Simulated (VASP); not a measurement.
# CuSi16 (a cell with a defect) in VASP: further runs, part 2 of 2

VASP 6.6.1. Earlier steps stand in the parts before.

## Step 4: Single point, PBE

INCAR

```
PREC = Accurate ; ENCUT = 520
EDIFF = 1E-6 ; ISMEAR = 0
SIGMA = 0.02 ; LREAL = Auto
LASPH = T ; NELM = 60
ALGO = Normal ; ISIF = 2
LWAVE = F ; LCHARG = F
GGA = PE ; NBANDS = 52
NELECT = 74.0
```

KPOINTS

```
Automatic mesh
0
Gamma
  2 2 2
```

POSCAR

```
CuSi16
1.0
    0.0000000000      5.4300000000      5.4300000000
    5.4300000000      0.0000000000      5.4300000000
    5.4300000000      5.4300000000      0.0000000000
Si Cu
16 1
Direct
   -0.0029518416     -0.0028398711     -0.0078818600
    0.1190340700      0.1192779006      0.1225504604
   -0.0040380295     -0.0042126151      0.4955453959
    0.1205233886      0.1200160221      0.6202342541
    0.0048930939      0.4950450276     -0.0056019337
    0.1333302947      0.6247936464      0.1242975138
   -0.0022693370      0.4919098527      0.4966627072
    0.1195086556      0.6228429098      0.6185088398
    0.4946968692      0.0057760589     -0.0060585635
    0.6247142726      0.1335269797      0.1239593923
    0.4924122468     -0.0024772560      0.4963606814
    0.6230661142      0.1195664825      0.6182149171
    0.5129932781      0.5131941989      0.0118058011
    0.6366224678      0.6374508287      0.1352823204
    0.4955240331      0.4955052486      0.5034947514
    0.6253085635      0.6250708103      0.6322814917
    0.3891211786      0.3899679558      0.8877489871
```

Potentials or basis: VASP PAW PBE potentials, release 64 (Si, Cu).

Command:

```
cat potpaw_PBE.64/Si/POTCAR potpaw_PBE.64/Cu/POTCAR > POTCAR
mpirun -np 1 vasp_std > vasp.out
```

OUTCAR:

```text
PREC = Accurate
   ENCUT = 520
   EDIFF = 1E-6
   ISMEAR = 0
   LREAL = Auto
   LASPH = T
   NELM = 60
   ISIF = 2
   GGA = PE
   NELECT = 74.0

 ion  position               nearest neighbor table
   1  0.997  0.997  0.992-   4 2.33  10 2.34   6 2.34   2 2.35
   2  0.119  0.119  0.123-   3 2.34   1 2.35   9 2.36   5 2.36  17 2.95
   3  0.996  0.996  0.496-  12 2.34   8 2.34   2 2.34   4 2.34
   4  0.121  0.120  0.620-   1 2.33  11 2.33   7 2.33   3 2.34
   5  0.005  0.495  0.994-  14 2.32   2 2.36   8 2.36  17 2.43   6 2.43
   6  0.133  0.625  0.124-   7 2.34   1 2.34  13 2.39   5 2.43  17 2.56
   7  0.998  0.492  0.497-   4 2.33   6 2.34  16 2.34   8 2.35
   8  0.120  0.623  0.619-   3 2.34   7 2.35   5 2.36  15 2.36  17 2.94
   9  0.495  0.006  0.994-  14 2.32   2 2.36  12 2.36  17 2.43  10 2.43
  10  0.625  0.134  0.124-   1 2.34  11 2.34  13 2.39   9 2.43  17 2.57
  11  0.492  0.998  0.496-   4 2.33  10 2.34  16 2.34  12 2.35
  12  0.623  0.120  0.618-   3 2.34  11 2.35   9 2.36  15 2.36  17 2.94
  13  0.513  0.513  0.012-  17 2.33  14 2.33  16 2.39   6 2.39  10 2.39
  14  0.637  0.637  0.135-  15 2.32   5 2.32   9 2.32  13 2.33
  15  0.496  0.496  0.503-  14 2.32  12 2.36   8 2.36  17 2.43  16 2.43
  16  0.625  0.625  0.632-   7 2.34  11 2.34  13 2.39  15 2.43  17 2.56
[... 210 lines left out ...]
      2      -3.5516      2.00000
      3      -3.5049      2.00000
      4      -3.4716      2.00000
      5      -3.4698      2.00000
      6      -2.0463      2.00000
[... 405 lines left out ...]
     48      10.5014      0.00000
     49      10.5089      0.00000
 [bands above 49 left out]

------------------------ aborting loop because EDIFF is reached ----------------------------------------

  FORCE on cell =-STRESS in cart. coord.  units (eV):
  Direction    XX          YY          ZZ          XY          YZ          ZX
  --------------------------------------------------------------------------------------
  -------------------------------------------------------------------------------------
  Total       -1.8059733     -1.8182287     -1.8035280      0.2203908      0.1987303      0.1739453
  in kB       -9.0363371     -9.0976580     -9.0241021      1.1027437      0.9943633      0.8703499
  external PRESSURE =      -9.0526990 kB  Pullay stress =       0.0000000 kB

 VOLUME and BASIS-vectors are now :
 -----------------------------------------------------------------------------
  energy-cutoff  :      520.00
  volume of cell :      320.21
      direct lattice vectors                 reciprocal lattice vectors
     0.000000000  5.430000000  5.430000000    -0.092081031  0.092081031  0.092081031
     5.430000000  0.000000000  5.430000000     0.092081031 -0.092081031  0.092081031
     5.430000000  5.430000000  0.000000000     0.092081031  0.092081031 -0.092081031

 POSITION                                       TOTAL-FORCE (eV/Angst)
 -----------------------------------------------------------------------------------
     10.80178     10.80117     10.82855         0.000255      0.005626      0.003051
      1.31313      1.31180      1.29403         0.004500     -0.005065     -0.005991
      8.09794      8.09888     10.81520        -0.001877      0.001708      0.003429
      4.01956      4.02231      1.30613        -0.003069     -0.004979      0.002651
      8.08768      5.42615      2.71466        -0.001545      0.004083      0.005109
      4.06756      1.39892      4.11661         0.009649     -0.008605     -0.009455
[... 9 lines left out ...]
      6.82742      6.82871      6.78956        -0.014374     -0.017003      0.017672
      6.93800      6.93340      4.23045        -0.010383     -0.018192     -0.006079
 -----------------------------------------------------------------------------------
    total drift:                                0.004666      0.006150      0.005020

  FREE ENERGIE OF THE ION-ELECTRON SYSTEM (eV)
  ---------------------------------------------------
  free  energy   TOTEN  =       -94.2209519060 eV

  energy  without entropy=      -94.2209519060  energy(sigma->0) =      -94.22095191
```

Run time: 4.4 min. Hardware: 1 thread of AMD EPYC 9R45 (Zen 5), shared host; peak memory 0.46 GiB.

What came out:

```
Free energy   : -94.2210 eV
Largest force : 0.028 eV/Å
```

Forces on the atoms (eV/Å):
```
Si   0.000  0.006  0.003
Si   0.004 -0.005 -0.006
Si  -0.002  0.002  0.003
Si  -0.003 -0.005  0.003
Si  -0.002  0.004  0.005
Si   0.010 -0.009 -0.009
Si   0.011 -0.004  0.004
Si  -0.007  0.004  0.002
Si  -0.006  0.008 -0.006
Si   0.003  0.013 -0.003
Si  -0.004  0.011  0.001
Si   0.002 -0.012  0.005
Si   0.010  0.014  0.003
Si  -0.003  0.000 -0.001
Si   0.010  0.009 -0.016
Si  -0.014 -0.017  0.018
Cu  -0.010 -0.018 -0.006
```

Caveat: the k points lie up to 0.50 Å⁻¹ apart; the cell carries a net charge on a neutralising background, which shifts energy and pressure; the cell is charged against a uniform background, so pressure and absolute levels hang on convention.

## Step 5: Single point, PBE

INCAR

```
PREC = Accurate ; ENCUT = 520
EDIFF = 1E-7 ; ISMEAR = 0
SIGMA = 0.02 ; LREAL = Auto
LASPH = T ; NELM = 100
ALGO = Normal ; ISIF = 2
LWAVE = F ; LCHARG = T
GGA = PE ; LELF = T
LVHAR = T ; NBANDS = 52
NELECT = 74.0
```

KPOINTS

```
regular mesh
0
Gamma
  2 2 2
```

POSCAR

```
CuSi16
1.0
    0.0000000000      5.4300000000      5.4300000000
    5.4300000000      0.0000000000      5.4300000000
    5.4300000000      5.4300000000      0.0000000000
Si Cu
16 1
Direct
    0.0063317680      0.0065930939     -0.0255542357
    0.1219519337      0.1221088398      0.1173233886
    0.0011853591      0.0015686004      0.4898866483
    0.1314769797      0.1318911602      0.6032690608
   -0.0145912523      0.5047536832      0.0009636280
    0.1259223757      0.6355148250      0.1197577348
   -0.0007946593      0.5045294659      0.4918112339
    0.1135614180      0.6290380295      0.6271238490
    0.5045716390     -0.0146710866      0.0010933702
    0.6352973297      0.1260446593      0.1198754144
    0.5040755064     -0.0003957643      0.4918666667
    0.6286799263      0.1137747698      0.6272495396
    0.5096696133      0.5099419890      0.0068478821
    0.6175041436      0.6174258748      0.1629534991
    0.4871742173      0.4874806630      0.5348138122
    0.6268342541      0.6272187845      0.6325535912
    0.3499740331      0.3497526703      0.9607340700
```

Command:

```
cat potpaw_PBE.64/Si/POTCAR potpaw_PBE.64/Cu/POTCAR > POTCAR
mpirun -np 1 vasp_std > vasp.out
```

Wall time 4.6 min (1 thread of AMD EPYC 9R45 (Zen 5), shared host); peak memory 0.47 GiB.

Results (log left out):

| Quantity | Value |
| --- | --- |
| Free energy | -94.2224 eV |
| Largest force | 0.025 eV/Å |

Forces on the atoms (eV/Å):
```
Si  -0.002 -0.001  0.007
Si   0.003  0.005 -0.008
Si   0.003  0.005  0.000
Si   0.003  0.000  0.003
Si   0.017 -0.008 -0.008
Si   0.010  0.001 -0.007
Si  -0.005  0.007 -0.004
Si  -0.006  0.005  0.005
Si  -0.007  0.019 -0.006
Si  -0.001  0.008 -0.006
Si   0.006 -0.002 -0.005
Si   0.007 -0.007  0.006
Si   0.008  0.011  0.008
Si  -0.006 -0.007  0.003
Si  -0.009 -0.007  0.011
Si  -0.007 -0.008 -0.003
Cu  -0.014 -0.021  0.003
```

Levels at points of the mesh, in eV from the Fermi level:
```csv
k point,band 35,band 36,band 37,band 38,band 39,band 40
"(0.00, 0.00, 0.00)",-0.64,-0.19,-0.08,0.08,0.39,0.59
"(0.50, 0.00, 0.00)",-0.91,-0.85,-0.75,0.55,1.12,1.24
"(0.00, 0.50, 0.00)",-0.91,-0.85,-0.75,0.55,1.12,1.24
"(0.00, 0.00, 0.50)",-0.89,-0.66,-0.52,0.52,1.00,1.34
"(0.50, 0.50, 0.50)",-0.89,-0.89,-0.81,0.49,1.15,1.23
"(0.50, 0.50, 0.00)",-1.51,-1.42,-1.13,0.67,0.97,1.94
"(0.00, 0.50, 0.50)",-1.47,-1.44,-1.09,0.65,0.98,1.93
"(0.50, 0.00, 0.50)",-1.47,-1.44,-1.09,0.65,0.98,1.93
```

Caveat: the k points lie up to 0.50 Å⁻¹ apart; the cell carries a net charge on a neutralising background, which shifts energy and pressure; the cell is charged against a uniform background, so pressure and absolute levels hang on convention.
